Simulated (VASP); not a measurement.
# CuB5 (P6/mmm) in VASP: a series of runs

Runs on CuB5. Level: PBE. Tasks: single point.

Program: VASP 6.6.1. These are calculated values, not measurements. Logs are shortened: lines on timing, memory, paths and dates and some standing lists are left out, and cuts for length are marked.

### 1 The cell of the first run

Symmetry: P6/mmm, No. 191, hexagonal system. The conventional cell has a = 3.775 Å, b = 3.775 Å, c = 4.218 Å, α = 90.00°, β = 90.00°, γ = 120.00°. Cu (site symmetry 6/mmm) has 6 B at 1.89 Å within 2.5 Å. B (site symmetry mmm) has 2 Cu at 1.89 Å and 8 B at 1.89 to 2.37 Å within 2.5 Å. B (site symmetry -6m2) has 9 B at 2.18 to 2.37 Å within 2.9 Å.

The cell was generated, and may not be a known phase.

### 2 Single point, PBE

The input, INCAR:

```
SYSTEM = CuB5
ALGO = Normal
EDIFF = 1E-6
ENCUT = 820
GGA = PE
GGA_COMPAT = .FALSE.
ISIF = 2
ISMEAR = 0
LASPH = .TRUE.
LCHARG = .FALSE.
LREAL = .FALSE.
LWAVE = .FALSE.
NBANDS = 26
NELM = 120
PREC = Accurate
SIGMA = 0.1
```

The input, KPOINTS:

```
k-points
0
G
  6 6 4
  0 0 0
```

The input, POSCAR:

```
CuB5
1.0
    3.7748590786      0.0000000030      0.0000000000
   -1.8874295419      3.2691238563      0.0000000000
    0.0000000000      0.0000000000      4.2179300880
Cu B
1 5
Direct
    0.0000000000      0.0000000000      0.5000000000
    0.5000000000      0.0000000000      0.5000000000
    0.0000000000      0.5000000000      0.5000000000
    0.5000000000      0.5000000000      0.5000000000
    0.3333333333      0.6666666667      0.0000000000
    0.6666666667      0.3333333333      0.0000000000
```

Potentials or basis: VASP PAW PBE potentials, release 64 (Cu_sv_GW, B).

Started as:

```
cat potpaw_PBE.64/Cu_sv_GW/POTCAR potpaw_PBE.64/B/POTCAR > POTCAR
mpirun -np 1 vasp_std > vasp.out
```

OUTCAR:

```text
SYSTEM = CuB5
   EDIFF = 1E-6
   ENCUT = 820
   GGA = PE
   ISIF = 2
   ISMEAR = 0
   LASPH = .TRUE.
   LREAL = .FALSE.
   NELM = 120
   PREC = Accurate

 ion  position               nearest neighbor table
   1  0.000  0.000  0.500-   2 1.89   2 1.89   4 1.89   4 1.89   3 1.89   3 1.89
   2  0.500  0.000  0.500-   1 1.89   1 1.89   3 1.89   3 1.89   4 1.89   4 1.89
   3  0.000  0.500  0.500-   4 1.89   4 1.89   2 1.89   2 1.89   1 1.89   1 1.89
   4  0.500  0.500  0.500-   3 1.89   3 1.89   1 1.89   1 1.89   2 1.89   2 1.89
   5  0.333  0.667  0.000-
   6  0.667  0.333  0.000-

  LATTYP: Found a hexagonal cell.
 ALAT       =     3.7748590786
 C/A-ratio  =     1.1173741854

  Lattice vectors:

 A1 = (   3.7748590786,   0.0000000030,   0.0000000000)
 A2 = (  -1.8874295419,   3.2691238563,   0.0000000000)
 A3 = (   0.0000000000,   0.0000000000,   4.2179300880)

Analysis of symmetry for initial positions (statically):
=====================================================================
 Subroutine PRICEL returns:
 Original cell was already a primitive cell.

 Routine SETGRP: Setting up the symmetry group for a
 hexagonal supercell.

 Subroutine GETGRP returns: Found 24 space group operations
 (whereof 24 operations were pure point group operations)
 out of a pool of 24 trial point group operations.

The static configuration has the point symmetry D_6h.

Analysis of symmetry for dynamics (positions and initial velocities):
=====================================================================
 Subroutine PRICEL returns:
 Original cell was already a primitive cell.

 Routine SETGRP: Setting up the symmetry group for a
 hexagonal supercell.

 Subroutine GETGRP returns: Found 24 space group operations
 (whereof 24 operations were pure point group operations)
 out of a pool of 24 trial point group operations.

The dynamic configuration has the point symmetry D_6h.

 Subroutine INISYM returns: Found 24 space group operations
 (whereof 24 operations are pure point group operations),
 and found     1 'primitive' translations

----------------------------------------------------------------------------------------

                                     Primitive cell

  volume of cell :      52.0513

  direct lattice vectors                    reciprocal lattice vectors
     3.774859079  0.000000003  0.000000000     0.264910551  0.152946178  0.000000000
    -1.887429542  3.269123856  0.000000000    -0.000000000  0.305892356  0.000000000
     0.000000000  0.000000000  4.217930088     0.000000000  0.000000000  0.237083114

  length of vectors
     3.774859079  3.774859079  4.217930088     0.305892356  0.305892356  0.237083114

  position of ions in fractional coordinates (direct lattice)
     0.000000000  0.000000000  0.500000000
     0.500000000  0.000000000  0.500000000
     0.000000000  0.500000000  0.500000000
     0.500000000  0.500000000  0.500000000
     0.333333333  0.666666667  0.000000000
     0.666666667  0.333333333  0.000000000

  ion indices of the primitive-cell ions
   primitive index   ion index
                 1           1
                 2           2
                 3           3
                 4           4
                 5           5
                 6           6

----------------------------------------------------------------------------------------

 KPOINTS: k-points

Automatic generation of k-mesh.
 Grid dimensions read from file:
 generate k-points for:    6    6    4

 Generating k-lattice:

  Cartesian coordinates                     Fractional coordinates (reciprocal lattice)
     0.044151759  0.025491030  0.000000000     0.166666667  0.000000000  0.000000000
    -0.000000000  0.050982059  0.000000000     0.000000000  0.166666667  0.000000000
     0.000000000  0.000000000  0.059270779     0.000000000  0.000000000  0.250000000

  Length of vectors
     0.050982059  0.050982059  0.059270779

  Shift w.r.t. Gamma in fractional coordinates (k-lattice)
     0.000000000  0.000000000  0.000000000

 Subroutine IBZKPT returns following result:
 ===========================================

 Found     21 irreducible k-points:

 Following reciprocal coordinates:
            Coordinates               Weight
  0.000000  0.000000  0.000000      1.000000
  0.166667  0.000000  0.000000      6.000000
  0.333333  0.000000  0.000000      6.000000
  0.500000  0.000000  0.000000      3.000000
  0.166667  0.166667  0.000000      6.000000
  0.333333  0.166667  0.000000     12.000000
[... 13 lines left out ...]
  0.333333  0.166667  0.500000     12.000000
  0.333333  0.333333  0.500000      2.000000
   k-points           NKPTS =     21   k-points in BZ     NKDIM =     21   number of bands    NBANDS=     26
   number of dos      NEDOS =    301   number of ions     NIONS =      6
   total plane-waves  NPLWV =  51840
   dimension x,y,z NGX =    36 NGY =   36 NGZ =   40
   dimension x,y,z NGXF=    72 NGYF=   72 NGZF=   80
   ions per type =               1   5
   NGX,Y,Z   is equivalent  to a cutoff of  15.85, 15.85, 15.77 a.u.
   NGXF,Y,Z  is equivalent  to a cutoff of  31.71, 31.71, 31.53 a.u.
 SYSTEM =  CuB5
   PREC   = accura    normal or accurate (medium, high low for compatibility)
   ISTART =      0    job   : 0-new  1-cont  2-samecut
   ICHARG =      2    charge: 1-file 2-atom 10-const
   ISPIN  =      1    spin polarized calculation?
   LNONCOLLINEAR =      F non collinear calculations
   LSORBIT =      F    spin-orbit coupling
   LASPH  =      T    aspherical Exc in radial PAW
   ENCUT  =  820.0 eV  60.27 Ry    7.76 a.u.   8.81  8.81  9.85*2*pi/ulx,y,z
   NELM   =    120;   NELMIN=  2; NELMDL= -5     # of ELM steps
   EDIFF  = 0.1E-05   stopping-criterion for ELM
   LREAL  =      F    real-space projection
   EDIFFG = 0.1E-04   stopping-criterion for IOM
   NSW    =      0    number of steps for IOM
   IBRION =     -1    ionic relax: 0-MD 1-quasi-New 2-CG
   NFREE  =      0    steps in history (QN), initial steepest desc. (CG)
   ISIF   =      2    stress and relaxation
   ISYM   =      2    0-nonsym 1-usesym 2-fastsym
   POTIM  = 0.5000    time-step for ionic-motion
   TEBEG  =    0.0;   TEEND  =   0.0 temperature during run
   PSTRESS=    0.0 pullay stress
   NELECT =      34.0000    total number of electrons
   NUPDOWN=      -1.0000    fix difference up-down
   EMIN   =  10.00;   EMAX   =-10.00  energy-range for DOS
   EFERMI =   0.00;   METHOD = LEGACY
   ISMEAR =     0;   SIGMA  =   0.10  broadening in eV -4-tet -1-fermi 0-gaus
   EFERMI_NEDOS =   21; number of points for ismear=-14 and -15
   IALGO  =     38    algorithm
   IMIX   =      4    mixing-type and parameters
     AMIX     =   0.40;   BMIX     =  1.00
     AMIX_MAG =   1.60;   BMIX_MAG =  1.00
  volume/ion in A,a.u.               =       8.68        58.54
  Fermi-wavevector in a.u.,A,eV,Ry     =   1.420444  2.684249 27.451928  2.017660
  Thomas-Fermi vector in A             =   2.541358
   LORBIT       =      0    0 simple, 1 ext, 2 COOP (PROOUT), +10 PAW based schemes
   GGA     = PE    functional components
   LHFCALC =     F    Hartree Fock is set to
   AEXX    =    0.0000 exact exchange contribution
   IVDW    =     0    specifies the selected vdW correction
   LEPSILON=     F    determine dielectric tensor
   LRPA    =     F    only Hartree local field effects (RPA)
 non-spin polarized calculation
 Gauss-broadening in eV      SIGMA  =   0.10
  energy-cutoff  :      820.00
  volume of cell :       52.05
 maximum number of plane-waves:      2793
 NGX is ok and might be reduce to    36
   NGX = 17   NGY = 17   NGZ = 19

 number of electron      33.9999991 magnetization

 Free energy of the ion-electron system (eV)
  ---------------------------------------------------
  ext. energy  EPLUGINS =         0.00000000
  ---------------------------------------------------
  free energy    TOTEN  =       -30.68972580 eV

  energy without entropy =      -30.68326952  energy(sigma->0) =      -30.68649766

 E-fermi :   7.1122     XC(G=0): -11.7765

 val. band max:        7.0966886601   @ k =   0.3333   0.3333   0.0000
 cond. band min:       7.2082755317   @ k =   0.3333   0.3333   0.2500
 fundamental gap:      0.1115868716
 Fermi energy:         7.1121925292

 k-point     1 :       0.0000    0.0000    0.0000
  band No.  band energies     occupation
      1    -108.2772      2.00000
      2     -65.9035      2.00000
      3     -65.9035      2.00000
      4     -65.1424      2.00000
      5      -8.4525      2.00000
      6      -0.8670      2.00000
[... 18 lines left out ...]
     25      11.7847      0.00000
     26      11.7856      0.00000

 k-point     2 :       0.1667    0.0000    0.0000
  band No.  band energies     occupation
      1    -108.2771      2.00000
      2     -65.9033      2.00000
      3     -65.9032      2.00000
      4     -65.1422      2.00000
      5      -8.1392      2.00000
      6      -2.3926      2.00000
[... 18 lines left out ...]
     25      13.1010      0.00000
     26      13.2831      0.00000

 k-point     3 :       0.3333    0.0000    0.0000
  band No.  band energies     occupation
      1    -108.2773      2.00000
      2     -65.9032      2.00000
      3     -65.9029      2.00000
      4     -65.1423      2.00000
      5      -7.2284      2.00000
      6      -4.0461      2.00000
[... 18 lines left out ...]
     25      14.9578      0.00000
     26      15.4328      0.00000

 k-point     4 :       0.5000    0.0000    0.0000
  band No.  band energies     occupation
      1    -108.2773      2.00000
      2     -65.9032      2.00000
      3     -65.9027      2.00000
      4     -65.1422      2.00000
      5      -6.0651      2.00000
      6      -5.4696      2.00000
[... 18 lines left out ...]
     25      15.4382      0.00000
     26      15.9631      0.00000
[... 409 lines left out ...]
      1    -108.2772      2.00000
      2     -65.9033      2.00000
      3     -65.9030      2.00000
      4     -65.1423      2.00000
      5      -6.9323      2.00000
      6      -3.5913      2.00000
[... 18 lines left out ...]
     25      13.6661      0.00000
     26      13.8034      0.00000

 k-point    20 :       0.3333    0.1667    0.5000
  band No.  band energies     occupation
      1    -108.2772      2.00000
      2     -65.9030      2.00000
      3     -65.9027      2.00000
      4     -65.1422      2.00000
      5      -5.8164      2.00000
      6      -4.3717      2.00000
[... 18 lines left out ...]
     25      13.5680      0.00000
     26      14.1922      0.00000

 k-point    21 :       0.3333    0.3333    0.5000
  band No.  band energies     occupation
      1    -108.2772      2.00000
      2     -65.9028      2.00000
      3     -65.9028      2.00000
      4     -65.1422      2.00000
      5      -4.8766      2.00000
      6      -4.8766      2.00000
[... 18 lines left out ...]
     25      12.8070      0.00000
     26      13.3006      0.00000

------------------------ aborting loop because EDIFF is reached ----------------------------------------

  FORCE on cell =-STRESS in cart. coord.  units (eV):
  Direction    XX          YY          ZZ          XY          YZ          ZX
  --------------------------------------------------------------------------------------
  -------------------------------------------------------------------------------------
  Total       -0.0613651     -0.0613651     -0.0148699      0.0000000      0.0000000     -0.0000000
  in kB       -1.8888638     -1.8888638     -0.4577051      0.0000000      0.0000000     -0.0000000
  external PRESSURE =      -1.4118109 kB  Pullay stress =       0.0000000 kB

 VOLUME and BASIS-vectors are now :
 -----------------------------------------------------------------------------
  energy-cutoff  :      820.00
  volume of cell :       52.05
      direct lattice vectors                 reciprocal lattice vectors
     3.774859079  0.000000003  0.000000000     0.264910551  0.152946178  0.000000000
    -1.887429542  3.269123856  0.000000000    -0.000000000  0.305892356  0.000000000
     0.000000000  0.000000000  4.217930088     0.000000000  0.000000000  0.237083114

 POSITION                                       TOTAL-FORCE (eV/Angst)
 -----------------------------------------------------------------------------------
      0.00000      0.00000      2.10897         0.000000      0.000000      0.000000
      1.88743      0.00000      2.10897         0.000000      0.000000      0.000000
     -0.94371      1.63456      2.10897         0.000000      0.000000      0.000000
      0.94371      1.63456      2.10897         0.000000      0.000000      0.000000
     -0.00000      2.17942      0.00000        -0.000000     -0.000000      0.000000
      1.88743      1.08971      0.00000        -0.000000      0.000000     -0.000000
 -----------------------------------------------------------------------------------
    total drift:                               -0.000000     -0.000000      0.000000

  FREE ENERGIE OF THE ION-ELECTRON SYSTEM (eV)
  ---------------------------------------------------
  free  energy   TOTEN  =       -30.6897257995 eV

  energy  without entropy=      -30.6832695158  energy(sigma->0) =      -30.68649766
```

It took 38 s on 1 thread of Intel Xeon 6975P-C (Granite Rapids), shared host; peak memory 0.24 GiB.

Results:

* Free energy: -30.6897 eV
* Pressure: -0.1 GPa
* Band gap on the k mesh: zero (bands 17 and 18 overlap by 3.35 eV)

Levels at points of the mesh, in eV from the Fermi level:
| k point | band 13 | band 14 | band 15 | band 16 | band 17 | band 18 | band 19 | band 20 | band 21 | band 22 |
| --- | --- | --- | --- | --- | --- | --- | --- | --- | --- | --- |
| (0.00, 0.00, 0.00) | -5.13 | -5.13 | -3.97 | -1.87 | -1.87 | 2.62 | 2.62 | 3.14 | 3.14 | 4.11 |
| (0.50, 0.00, 0.00) | -5.21 | -3.86 | -3.78 | -3.23 | -2.97 | -0.83 | 3.03 | 3.43 | 4.32 | 4.61 |
| (0.00, 0.00, 0.50) | -4.94 | -4.94 | -2.19 | -2.19 | 0.34 | 0.35 | 1.57 | 1.64 | 1.64 | 3.64 |
| (0.50, 0.00, 0.50) | -4.80 | -4.78 | -3.62 | -2.70 | 0.44 | 2.60 | 2.78 | 3.52 | 3.95 | 4.70 |

Caveat: the k points lie up to 0.37 Å⁻¹ apart, too coarse for converged energies and pressures of a metal.

### 3 Single point, PBE

This run uses another cell than the first one, of 8.60 Å³/atom.

The input, INCAR:

```
SYSTEM = CuB5
PREC = Accurate
ENCUT = 820
EDIFF = 1E-6
ISMEAR = 0
SIGMA = 0.1
LREAL = .FALSE.
LASPH = .TRUE.
NELM = 120
ALGO = Normal
ISIF = 2
LWAVE = .FALSE.
LCHARG = .FALSE.
GGA = PE
NBANDS = 26
GGA_COMPAT = .FALSE.
```

The input, KPOINTS:

```
Automatic mesh
0
G
  12 12 10
  0 0 0
```

POSCAR: that of step 2 with these lines changed.

```diff
@@ -2,5 +2,5 @@
 1.0
-    3.7748590786      0.0000000030      0.0000000000
-   -1.8874295419      3.2691238563      0.0000000000
-    0.0000000000      0.0000000000      4.2179300880
+    3.7826838804      0.0000000000      0.0000000000
+   -1.8913419402      3.2759003349      0.0000000000
+    0.0000000000      0.0000000000      4.1648297878
 Cu B
```

Potentials or basis: VASP PAW PBE potentials, release 64 (Cu_sv_GW, B).

Started as:

```
cat potpaw_PBE.64/Cu_sv_GW/POTCAR potpaw_PBE.64/B/POTCAR > POTCAR
mpirun -np 1 vasp_std > vasp.out
```

Run time: 3.6 min. Hardware: 1 thread of Intel Xeon Platinum 8488C (Sapphire Rapids), shared host; peak memory 0.45 GiB.

Results (log left out):

```
Free energy            : -30.6857 eV
Pressure               : -0.1 GPa
Band gap on the k mesh : zero (bands 17 and 18 overlap by 3.77 eV)
```

Levels at points of the mesh, in eV from the Fermi level:
| k point | band 13 | band 14 | band 15 | band 16 | band 17 | band 18 | band 19 | band 20 | band 21 | band 22 |
| --- | --- | --- | --- | --- | --- | --- | --- | --- | --- | --- |
| (0.00, 0.00, 0.00) | -4.82 | -4.82 | -3.58 | -1.67 | -1.67 | 2.81 | 2.94 | 3.41 | 3.41 | 4.48 |
| (0.50, 0.00, 0.00) | -4.77 | -3.56 | -3.50 | -2.93 | -2.57 | -0.46 | 3.31 | 3.77 | 4.54 | 4.94 |
| (0.00, 0.00, 0.50) | -4.60 | -4.60 | -2.03 | -2.03 | 0.51 | 0.97 | 1.90 | 1.90 | 2.05 | 3.84 |
| (0.50, 0.00, 0.50) | -4.44 | -4.43 | -3.30 | -2.46 | 0.63 | 3.10 | 3.35 | 4.10 | 4.41 | 4.97 |

The gap in the log of VASP goes by the Fermi energy; the results here count the filled bands.